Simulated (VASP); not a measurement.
A run of VASP 6.6.1:

File INCAR:

```
PREC = Accurate
ENCUT = 500
EDIFF = 1E-6
ISMEAR = 0
SIGMA = 0.2
LREAL = False
LASPH = True
NELM = 120
ALGO = Normal
ISIF = 2
LWAVE = False
LCHARG = False
GGA = PE
NBANDS = 15
GGA_COMPAT = False
```

File KPOINTS:

```
regular mesh
0
Gamma
  6 6 6
```

File POSCAR:

```
TaAs
1.0
    0.0000000000      2.9014461749      2.9014461749
    2.9014461749      0.0000000000      2.9014461749
    2.9014461749      2.9014461749      0.0000000000
Ta As
1 1
Direct
    0.0000000000      0.0000000000      0.0000000000
    0.7500000000      0.7500000000      0.7500000000
```

Potentials or basis: VASP PAW PBE potentials, release 64 (Ta_pv, As).

Run with:

```sh
$ cat potpaw_PBE.64/Ta_pv/POTCAR potpaw_PBE.64/As/POTCAR > POTCAR
$ mpirun -np 1 vasp_std > vasp.out
```

Hardware: 1 thread of Intel Xeon 6975P-C (shared host).

Estimate the wall time of this run.

It took 12 s on 1 thread of Intel Xeon 6975P-C, on a shared host, peak memory 0.17 GiB. Counts: scf iterations 13, k points 16.
